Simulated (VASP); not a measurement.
# TiO2 (P3_121) in VASP: a series of runs

Runs on TiO2. Level: r2SCAN. Tasks: single point.

Program: VASP 6.6.1. These are calculated values, not measurements. Logs are shortened: lines on timing, memory, paths and dates and some standing lists are left out, and cuts for length are marked.

**1. The cell of the first run**

The structure is trigonal, space group P3_121 (No. 152). Conventional cell: a = 5.451 Å, b = 5.451 Å, c = 5.931 Å, α = 90.00°, β = 90.00°, γ = 120.00°. Within 2.4 Å of Ti (site symmetry 2) lie 4 O at 1.81 Å. Within 2.4 Å of O (site symmetry 1) lie 2 Ti at 1.81 Å.

**2. Single point, r2SCAN (16.96 Å³/atom)**

Contents of POSCAR:

```
TiO2
1.0
    5.4507618577      0.0000000000      0.0000000000
   -2.7253809289      4.7204982387      0.0000000000
    0.0000000000      0.0000000000      5.9314694139
Ti O
3 6
Direct
    0.4555688602      0.0000000000      0.3333333333
    0.0000000000      0.4555688602      0.6666666667
    0.5444311398      0.5444311398      0.0000000000
    0.4137156053      0.2880943047      0.2270038220
    0.7119056953      0.1256213006      0.5603371554
    0.8743786994      0.5862843947      0.8936704887
    0.2880943047      0.4137156053      0.7729961780
    0.1256213006      0.7119056953      0.4396628446
    0.5862843947      0.8743786994      0.1063295113
```

Contents of INCAR.step1:

```
SYSTEM = TiO2
PREC = Accurate
ENCUT = 520
ISMEAR = 0
SIGMA = 0.02
LREAL = .FALSE.
LASPH = .TRUE.
NELM = 80
NBANDS = 46
GGA = PE
ALGO = Normal
EDIFF = 1E-4
LWAVE = .TRUE.
LCHARG = .FALSE.
```

Contents of INCAR.step2:

```
SYSTEM = TiO2
PREC = Accurate
ENCUT = 520
EDIFF = 1E-7
ISMEAR = 0
SIGMA = 0.02
LREAL = .FALSE.
LASPH = .TRUE.
NELM = 80
ALGO = Normal
ISIF = 2
LWAVE = .FALSE.
LCHARG = .FALSE.
METAGGA = R2SCAN
LMIXTAU = .TRUE.
NBANDS = 46
ISTART = 1
```

Contents of KPOINTS:

```
regular mesh
0
G
  6 6 4
  0 0 0
```

Potentials or basis: VASP PAW PBE potentials, release 64 (Ti_sv, O).

The run is started by

```sh
cat potpaw_PBE.64/Ti_sv/POTCAR potpaw_PBE.64/O/POTCAR > POTCAR
cp INCAR.step1 INCAR
mpirun -np 1 vasp_std > vasp.out
cp INCAR.step2 INCAR
mpirun -np 1 vasp_std > vasp.out
```

OUTCAR:

```text
SYSTEM = TiO2
   PREC = Accurate
   ENCUT = 520
   EDIFF = 1E-7
   ISMEAR = 0
   LREAL = .FALSE.
   LASPH = .TRUE.
   NELM = 80
   ISIF = 2
   METAGGA = R2SCAN
   ISTART = 1

 ion  position               nearest neighbor table
   1  0.456  0.000  0.333-   8 1.81   4 1.81   9 1.81   5 1.81
   2  0.000  0.456  0.667-   5 1.81   7 1.81   6 1.81   8 1.81
   3  0.544  0.544  0.000-   9 1.81   6 1.81   4 1.81   7 1.81
   4  0.414  0.288  0.227-   1 1.81   3 1.81
   5  0.712  0.126  0.560-   2 1.81   1 1.81
   6  0.874  0.586  0.894-   3 1.81   2 1.81
   7  0.288  0.414  0.773-   2 1.81   3 1.81
   8  0.126  0.712  0.440-   1 1.81   2 1.81
   9  0.586  0.874  0.106-   3 1.81   1 1.81

  LATTYP: Found a hexagonal cell.
 ALAT       =     5.4507618577
 C/A-ratio  =     1.0881908931

  Lattice vectors:

 A1 = (   5.4507618577,   0.0000000000,   0.0000000000)
 A2 = (  -2.7253809289,   4.7204982387,   0.0000000000)
 A3 = (   0.0000000000,   0.0000000000,   5.9314694139)

Analysis of symmetry for initial positions (statically):
=====================================================================
 Subroutine PRICEL returns:
 Original cell was already a primitive cell.

 Routine SETGRP: Setting up the symmetry group for a
 hexagonal supercell.

 Subroutine GETGRP returns: Found  6 space group operations
 (whereof  2 operations were pure point group operations)
 out of a pool of 24 trial point group operations.

The static configuration has the point symmetry C_2 .
 The point group associated with its full space group is D_3 .

Analysis of symmetry for dynamics (positions and initial velocities):
=====================================================================
 Subroutine PRICEL returns:
 Original cell was already a primitive cell.

 Routine SETGRP: Setting up the symmetry group for a
 hexagonal supercell.

 Subroutine GETGRP returns: Found  6 space group operations
 (whereof  2 operations were pure point group operations)
 out of a pool of 24 trial point group operations.

The dynamic configuration has the point symmetry C_2 .
 The point group associated with its full space group is D_3 .

 Subroutine INISYM returns: Found  6 space group operations
 (whereof  2 operations are pure point group operations),
 and found     1 'primitive' translations

----------------------------------------------------------------------------------------

                                     Primitive cell

  volume of cell :     152.6186

  direct lattice vectors                    reciprocal lattice vectors
     5.450761858  0.000000000  0.000000000     0.183460593  0.105921022  0.000000000
    -2.725380929  4.720498239  0.000000000     0.000000000  0.211842045  0.000000000
     0.000000000  0.000000000  5.931469414     0.000000000  0.000000000  0.168592288

  length of vectors
     5.450761858  5.450761858  5.931469414     0.211842045  0.211842045  0.168592288

  position of ions in fractional coordinates (direct lattice)
     0.455568860  0.000000000  0.333333333
     1.000000000  0.455568860  0.666666667
     0.544431140  0.544431140  0.000000000
     0.413715605  0.288094305  0.227003822
     0.711905695  0.125621301  0.560337155
     0.874378699  0.586284395  0.893670489
     0.288094305  0.413715605  0.772996178
     0.125621301  0.711905695  0.439662845
     0.586284395  0.874378699  0.106329511

  ion indices of the primitive-cell ions
   primitive index   ion index
                 1           1
                 2           2
                 3           3
                 4           4
                 5           5
                 6           6
                 7           7
                 8           8
                 9           9

----------------------------------------------------------------------------------------

 KPOINTS: regular mesh

Automatic generation of k-mesh.
 Grid dimensions read from file:
 generate k-points for:    6    6    4

 Generating k-lattice:

  Cartesian coordinates                     Fractional coordinates (reciprocal lattice)
     0.030576765  0.017653504  0.000000000     0.166666667  0.000000000  0.000000000
     0.000000000  0.035307007  0.000000000     0.000000000  0.166666667  0.000000000
     0.000000000  0.000000000  0.042148072     0.000000000  0.000000000  0.250000000

  Length of vectors
     0.035307007  0.035307007  0.042148072

  Shift w.r.t. Gamma in fractional coordinates (k-lattice)
     0.000000000  0.000000000  0.000000000

 Subroutine IBZKPT returns following result:
 ===========================================

 Found     24 irreducible k-points:

 Following reciprocal coordinates:
            Coordinates               Weight
  0.000000  0.000000  0.000000      1.000000
  0.166667  0.000000  0.000000      6.000000
  0.333333 -0.000000  0.000000      6.000000
  0.500000  0.000000  0.000000      3.000000
  0.166667  0.166667  0.000000      6.000000
  0.333333  0.166667  0.000000     12.000000
[... 16 lines left out ...]
  0.333333  0.166667  0.500000     12.000000
  0.333333  0.333333  0.500000      2.000000
   k-points           NKPTS =     24   k-points in BZ     NKDIM =     24   number of bands    NBANDS=     46
   number of dos      NEDOS =    301   number of ions     NIONS =      9
   total plane-waves  NPLWV =  84672
   dimension x,y,z NGX =    42 NGY =   42 NGZ =   48
   dimension x,y,z NGXF=    84 NGYF=   84 NGZF=   96
   ions per type =               3   6
   NGX,Y,Z   is equivalent  to a cutoff of  12.81, 12.81, 13.45 a.u.
   NGXF,Y,Z  is equivalent  to a cutoff of  25.62, 25.62, 26.91 a.u.
 SYSTEM =  TiO2
   PREC   = accura    normal or accurate (medium, high low for compatibility)
   ISTART =      1    job   : 0-new  1-cont  2-samecut
   ICHARG =      0    charge: 1-file 2-atom 10-const
   ISPIN  =      1    spin polarized calculation?
   LNONCOLLINEAR =      F non collinear calculations
   LSORBIT =      F    spin-orbit coupling
   LASPH  =      T    aspherical Exc in radial PAW
   ENCUT  =  520.0 eV  38.22 Ry    6.18 a.u.  10.13 10.13 11.03*2*pi/ulx,y,z
   NELM   =     80;   NELMIN=  2; NELMDL=  0     # of ELM steps
   EDIFF  = 0.1E-06   stopping-criterion for ELM
   LREAL  =      F    real-space projection
   EDIFFG = 0.1E-05   stopping-criterion for IOM
   NSW    =      0    number of steps for IOM
   IBRION =     -1    ionic relax: 0-MD 1-quasi-New 2-CG
   NFREE  =      0    steps in history (QN), initial steepest desc. (CG)
   ISIF   =      2    stress and relaxation
   ISYM   =      2    0-nonsym 1-usesym 2-fastsym
   POTIM  = 0.5000    time-step for ionic-motion
   TEBEG  =    0.0;   TEEND  =   0.0 temperature during run
   PSTRESS=    0.0 pullay stress
   NELECT =      72.0000    total number of electrons
   NUPDOWN=      -1.0000    fix difference up-down
   EMIN   =  10.00;   EMAX   =-10.00  energy-range for DOS
   EFERMI =   0.00;   METHOD = LEGACY
   ISMEAR =     0;   SIGMA  =   0.02  broadening in eV -4-tet -1-fermi 0-gaus
   EFERMI_NEDOS =   21; number of points for ismear=-14 and -15
   IALGO  =     38    algorithm
   IMIX   =      4    mixing-type and parameters
     AMIX     =   0.40;   BMIX     =  1.00
     AMIX_MAG =   1.60;   BMIX_MAG =  1.00
  volume/ion in A,a.u.               =      16.96       114.44
  Fermi-wavevector in a.u.,A,eV,Ry     =   1.274432  2.408327 22.098256  1.624176
  Thomas-Fermi vector in A             =   2.407200
   LORBIT       =      0    0 simple, 1 ext, 2 COOP (PROOUT), +10 PAW based schemes
   METAGGA = R2SCAN    functional components
   LHFCALC =     F    Hartree Fock is set to
   AEXX    =    0.0000 exact exchange contribution
   IVDW    =     0    specifies the selected vdW correction
   LEPSILON=     F    determine dielectric tensor
   LRPA    =     F    only Hartree local field effects (RPA)
 non-spin polarized calculation
 Gauss-broadening in eV      SIGMA  =   0.02
  energy-cutoff  :      520.00
  volume of cell :      152.62
 maximum number of plane-waves:      4174
 NGX is ok and might be reduce to    42
   NGX = 21   NGY = 21   NGZ = 23

 number of electron      71.9999995 magnetization

 Free energy of the ion-electron system (eV)
  ---------------------------------------------------
  ext. energy  EPLUGINS =         0.00000000
  ---------------------------------------------------
  free energy    TOTEN  =      -103.41862616 eV

  energy without entropy =     -103.41862616  energy(sigma->0) =     -103.41862616

 E-fermi :  -0.7356     XC(G=0):  -8.9601

 val. band max:       -0.9769213952   @ k =   0.5000   0.0000   0.0000
 cond. band min:       3.1254402410   @ k =   0.0000   0.0000   0.5000
 fundamental gap:      4.1023616362
 Fermi energy:        -0.7356412123

 k-point     1 :       0.0000    0.0000    0.0000
  band No.  band energies     occupation
      1     -58.3352      2.00000
      2     -58.3181      2.00000
      3     -58.3181      2.00000
      4     -33.7551      2.00000
      5     -33.7194      2.00000
      6     -33.7194      2.00000
[... 38 lines left out ...]
     45       5.2510      0.00000
     46       5.6788      0.00000

 k-point     2 :       0.1667    0.0000    0.0000
  band No.  band energies     occupation
      1     -58.3342      2.00000
      2     -58.3191      2.00000
      3     -58.3181      2.00000
      4     -33.7542      2.00000
      5     -33.7257      2.00000
      6     -33.7240      2.00000
[... 38 lines left out ...]
     45       5.4885      0.00000
     46       5.7022      0.00000

 k-point     3 :       0.3333   -0.0000    0.0000
  band No.  band energies     occupation
      1     -58.3316      2.00000
      2     -58.3217      2.00000
      3     -58.3181      2.00000
      4     -33.7520      2.00000
      5     -33.7357      2.00000
      6     -33.7299      2.00000
[... 1018 lines left out ...]
     45       5.3450      0.00000
     46       5.7901      0.00000

 k-point    24 :       0.3333    0.3333    0.5000
  band No.  band energies     occupation
      1     -58.3295      2.00000
      2     -58.3210      2.00000
      3     -58.3210      2.00000
      4     -33.7585      2.00000
      5     -33.7326      2.00000
      6     -33.7326      2.00000
[... 38 lines left out ...]
     45       5.2266      0.00000
     46       5.7782      0.00000

------------------------ aborting loop because EDIFF is reached ----------------------------------------

  FORCE on cell =-STRESS in cart. coord.  units (eV):
  Direction    XX          YY          ZZ          XY          YZ          ZX
  --------------------------------------------------------------------------------------
  -------------------------------------------------------------------------------------
  Total        1.2642758      1.2642758      1.3221932     -0.0000000      0.0000000     -0.0000000
  in kB       13.2722657     13.2722657     13.8802777     -0.0000000      0.0000000     -0.0000000
  external PRESSURE =      13.4749364 kB  Pullay stress =       0.0000000 kB

 VOLUME and BASIS-vectors are now :
 -----------------------------------------------------------------------------
  energy-cutoff  :      520.00
  volume of cell :      152.62
      direct lattice vectors                 reciprocal lattice vectors
     5.450761858  0.000000000  0.000000000     0.183460593  0.105921022  0.000000000
    -2.725380929  4.720498239  0.000000000     0.000000000  0.211842045  0.000000000
     0.000000000  0.000000000  5.931469414     0.000000000  0.000000000  0.168592288

 POSITION                                       TOTAL-FORCE (eV/Angst)
 -----------------------------------------------------------------------------------
      2.48320      0.00000      1.97716        -0.018657     -0.000000      0.000000
     -1.24160      2.15051      3.95431         0.009329     -0.016157      0.000000
      1.48378      2.56999      0.00000         0.009329      0.016157      0.000000
      1.46990      1.35995      1.34647        -0.060095      0.008520      0.044912
      3.53806      0.59300      3.32362         0.022669     -0.056304      0.044912
      3.16818      2.76755      5.30078         0.037426      0.047784      0.044912
      0.44280      1.95294      4.58500         0.037426     -0.047784     -0.044912
     -1.25548      3.36055      2.60785        -0.060095     -0.008520     -0.044912
      0.81268      4.12750      0.63069         0.022669      0.056304     -0.044912
 -----------------------------------------------------------------------------------
    total drift:                                0.000003      0.000004      0.000000

  FREE ENERGIE OF THE ION-ELECTRON SYSTEM (eV)
  ---------------------------------------------------
  free  energy   TOTEN  =      -103.4186261586 eV

  energy  without entropy=     -103.4186261586  energy(sigma->0) =     -103.41862616
```

Wall time 6.8 min (1 thread of Intel Xeon 6975P-C (Granite Rapids), shared host); peak memory 0.38 GiB.

Results:

```yaml
Free_energy: -103.4186 eV
Pressure: 1.3 GPa
Largest_force: 0.076 eV/Å
Band_gap_on_the_k_mesh: 4.10 eV (least direct gap 4.12 eV)
```

Forces in eV/Å, atoms in the order of the input:
```
Ti  -0.019  0.000  0.000
Ti   0.009 -0.016  0.000
Ti   0.009  0.016  0.000
O   -0.060  0.009  0.045
O    0.023 -0.056  0.045
O    0.037  0.048  0.045
O    0.037 -0.048 -0.045
O   -0.060 -0.009 -0.045
O    0.023  0.056 -0.045
```

Caveat: the PAW data sets were made with another functional, which shifts forces and pressure a little. A k mesh can miss the band edges.

(Continued in part 2 of 2.)
